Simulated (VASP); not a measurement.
A run of VASP 6.6.1:

Contents of INCAR:

```
SYSTEM = K
  PREC = Accurate
  ENCUT = 520
  EDIFF = 1E-6
  ISMEAR = -1
  SIGMA = 0.1
  LREAL = .False.
  LASPH = .True.
  NELM = 80
  ALGO = Normal
  ISIF = 2
  LWAVE = .False.
  LCHARG = .True.
  GGA = PE
  LELF = .True.
  LVHAR = .True.
  NBANDS = 10
```

KPOINTS

```
Automatic mesh
0
Gamma
  9 9 9
  0 0 0
```

Contents of POSCAR:

```
K
1.0
    0.0000000000      3.2427579560      3.2427579560
    3.2427579560      0.0000000000      3.2427579560
    3.2427579560      3.2427579560      0.0000000000
K
1
Direct
    0.0000000000      0.0000000000      0.0000000000
```

Potentials or basis: VASP PAW PBE potentials, release 64 (K_sv).

The run is started by

```bash
$ cat potpaw_PBE.64/K_sv/POTCAR > POTCAR
$ mpirun -np 1 vasp_std > vasp.out
```

Hardware: 1 thread of Intel(R) Xeon(R) Platinum 8259CL CPU @ 2.50GHz (Skylake/Cascade Lake), on a shared host.

Problem. How long does it take, and how much memory?

Solution. It took 23 s on 1 thread of Intel(R) Xeon(R) Platinum 8259CL CPU @ 2.50GHz (Skylake/Cascade Lake), on a shared host, peak memory 0.2 GiB. Counts: scf iterations 11, k points 35.
